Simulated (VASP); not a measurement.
**Zn: single point with PBE**

Zn, a slab with vacuum:

```
CELL_PARAMETERS angstrom
2.77861 0.00000 0.00000
0.00000 3.92955 0.00000
0.00000 0.00000 24.72515
ATOMIC_POSITIONS crystal
Zn 0.50000 0.50000 0.30333
Zn 0.00000 0.00000 0.35952
Zn 0.50000 0.50000 0.41571
Zn 0.00000 0.00000 0.47190
Zn 0.50000 0.50000 0.52810
Zn 0.00000 0.00000 0.58429
Zn 0.50000 0.50000 0.64048
Zn 0.00000 0.00000 0.69667
```

```
Program                : VASP 6.6.1
Task                   : single point
Functional             : PBE
Potentials or basis    : VASP PAW PBE potentials, release 64 (Zn)
Cutoff                 : 520 eV
k mesh                 : 10 × 7 × 1
Occupations            : fermi-dirac, width 0.05 eV
Spin                   : no spin polarisation
Dipole correction      : yes
Further INCAR settings : ALGO = Normal; EDIFF = 1e-06; NBANDS = 58
```

- Largest force: 0.242 eV/Å
- Band gap on the k mesh: zero (bands 48 and 49 overlap by 3.22 eV)

Forces on the atoms (eV/Å):
```
Zn   0.000  0.000  0.063
Zn   0.000  0.000 -0.242
Zn   0.000  0.000  0.146
Zn   0.000  0.000  0.014
Zn   0.000  0.000 -0.014
Zn   0.000  0.000 -0.146
Zn   0.000  0.000  0.242
Zn   0.000  0.000 -0.063
```

Levels at points of the mesh, in eV from the Fermi level:
```csv
k point,band 45,band 46,band 47,band 48,band 49,band 50,band 51,band 52
"(0.00, 0.00, 0.00)",-3.45,-1.34,-0.51,0.58,0.75,2.01,2.14,2.75
"(0.50, 0.00, 0.00)",-2.35,-2.35,-0.76,-0.76,1.64,1.64,3.85,3.85
```

Run time: 8.9 min on 1 thread of Intel(R) Xeon(R) Platinum 8259CL CPU @ 2.50GHz (Skylake/Cascade Lake), on a shared host, peak memory 0.49 GiB.
